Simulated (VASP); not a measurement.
Wanted: the native input for a VASP 6.6.1 run.

```yaml
Task: single point
Functional: PBE
Potentials_or_basis: VASP PAW PBE potentials, release 64 (Ge_d, Mg)
Cutoff: 520 eV
k_mesh: 6 × 6 × 3
Occupations: gaussian, width 0.01 eV
Spin: no spin polarisation
Dipole_correction: no
Further_INCAR_settings: ALGO = Normal; EDIFF = 1e-07; NBANDS = 39
```

The structure of MgGe2 lies in POSCAR:

```
MgGe2
1.0
    5.5214850000     -1.8498460000      0.0000000000
    5.5214850000      1.8498460000      0.0000000000
   -3.2176250000      0.0000000000      6.0077740000
Ge Mg
4 2
Direct
    0.5339380000      0.5297690000      0.2994270000
    0.4660810000      0.4781670000      0.7036410000
    0.8806310000      0.8771360000      0.9876320000
    0.1191580000      0.1231920000      0.0203880000
    0.8090910000      0.8170940000      0.3520260000
    0.1787370000      0.1841300000      0.6529260000
```

One way to write it, as run:

INCAR

```
SYSTEM = MgGe2
ALGO = Normal ; EDIFF = 1E-7
ENCUT = 520 ; GGA = PE
ISIF = 2 ; ISMEAR = 0
LASPH = .True. ; LCHARG = .True.
LELF = .True. ; LREAL = .False.
LVHAR = .True. ; LWAVE = .False.
NBANDS = 39 ; NELM = 60
PREC = Accurate ; SIGMA = 0.01
```

KPOINTS

```
k-points
0
Gamma
  6 6 3
  0 0 0
```

Potentials or basis: VASP PAW PBE potentials, release 64 (Ge_d, Mg).

The run is started by

```bash
$ cat potpaw_PBE.64/Ge_d/POTCAR potpaw_PBE.64/Mg/POTCAR > POTCAR
$ mpirun -np 1 vasp_std > vasp.out
```

Results of the run:

```
Pressure               : -0.8 GPa
Largest force          : 0.270 eV/Å
Band gap on the k mesh : zero (bands 30 and 31 overlap by 2.12 eV)
```

Run time: 3.5 min on 1 thread of Intel(R) Xeon(R) 6975P-C (Granite Rapids) (shared host), peak memory 0.46 GiB.
